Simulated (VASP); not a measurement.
Write the native input for VASP 6.6.1 that does the following.

| Item | Value |
| --- | --- |
| Task | electric field gradients |
| Functional | PBE |
| Potentials or basis | VASP PAW PBE potentials, release 64 (Co, O) |
| Cutoff | 520 eV |
| k mesh | 13 × 13 × 15 |
| Occupations | fermi-dirac, width 0.03 eV |
| Spin | collinear spin, ferromagnetic start |
| Starting moments | [2.0, 0.0] μB |
| Dipole correction | no |
| Further INCAR settings | ALGO = Normal; EDIFF = 1e-08; NBANDS = 18 |

The structure of CoO lies in POSCAR:

```
CoO
1.0
   -1.4537714013      1.5169888999      2.1072499549
    1.5169888999     -1.4537714013      2.1072499549
    1.4990114059      1.4990114059     -2.0620099503
Co O
1 1
Direct
    0.0000000000      0.0000000000      0.0000000000
    0.5000000000      0.5000000000      0.0000000000
```

This cell differs from its parent crystal: equal xy, yz and zx shear strains of +3 %.

These files were run (other wordings do the same):

INCAR

```
  PREC = Accurate
  ENCUT = 520
  EDIFF = 1E-8
  ISMEAR = -1
  SIGMA = 0.03
  LREAL = F
  LASPH = T
  NELM = 150
  ALGO = Normal
  ISIF = 2
  LWAVE = F
  LCHARG = F
  ISPIN = 2
  MAGMOM = 2 0
  LORBIT = 11
  LMAXMIX = 4
  GGA = PE
  LEFG = T
  NBANDS = 18
```

KPOINTS

```
regular mesh
0
Gamma
  13 13 15
```

Potentials or basis: VASP PAW PBE potentials, release 64 (Co, O).

Run with:

```sh
$ cat potpaw_PBE.64/Co/POTCAR potpaw_PBE.64/O/POTCAR > POTCAR
$ mpirun -np 1 vasp_std > vasp.out
```

Results of the run:

The pressure is -0.5 GPa. The net moment is 2.89 μB per cell and the site moments are Co +2.55; O +0.30 μB. The largest electric field gradient by atom is Co -15.7; O -8.5 V/Å². The valence electrons inside the program's atomic spheres are Co 7.81; O 4.98.

Caveat: the cell differs from its parent crystal (equal xy, yz and zx shear strains of +3 %); without QUAD_EFG the Cq values of the log hold for a quadrupole moment of 1 mb, not for the nuclei; a cell with one magnetic atom can't hold antiferromagnetic order, which such compounds often take.

It took 13 min on 1 thread of Oxide Virtual Turin-like Processor, on a shared host, peak memory 0.42 GiB.
